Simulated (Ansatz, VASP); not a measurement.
## Mg4H in VASP and in Ansatz

```
CELL_PARAMETERS angstrom
6.42014 0.00000 0.00000
0.00000 5.13791 0.00000
0.00000 0.00000 21.66448
ATOMIC_POSITIONS crystal
Mg 0.00000 0.75000 0.18463
Mg 0.50000 0.75000 0.18463
Mg 0.25000 0.25000 0.22741
Mg 0.75000 0.25000 0.22741
Mg 0.25000 0.75000 0.31732
Mg 0.75000 0.75000 0.31732
Mg 0.00000 0.25000 0.35378
Mg 0.50000 0.25000 0.35378
H 0.65802 0.08333 0.44841
H 0.84198 0.08333 0.44841
```

Alike in both runs: task single point; functional PBE; k mesh 4 × 5 × 1; occupations gaussian, width 0.1 eV; no spin polarisation.

|  | VASP | Ansatz |
| --- | --- | --- |
| version | VASP 6.6.1 | Ansatz 0.2.0 |
| potentials or method | VASP PAW PBE potentials, release 64 (Mg, H), cutoff 520 eV | scalar-relativistic, plane waves, PAW |
| valence electrons in the cell | 18 | 82 |

|  | VASP | Ansatz | Ansatz less VASP |
| --- | --- | --- | --- |
| gap on the k mesh at the Fermi level (eV) | none | none | - |
| rms of the force components (eV/Å) | 0.803 | 0.803 | +0.0001 |

Atom by atom the forces differ by 0.003 eV/Å (rms over components). A gap of «none» marks a metal or a gap that the smearing closes. VASP's potentials hold 18 valence electrons a cell and Ansatz's 82, so a difference there can come from the potentials and not from the codes.
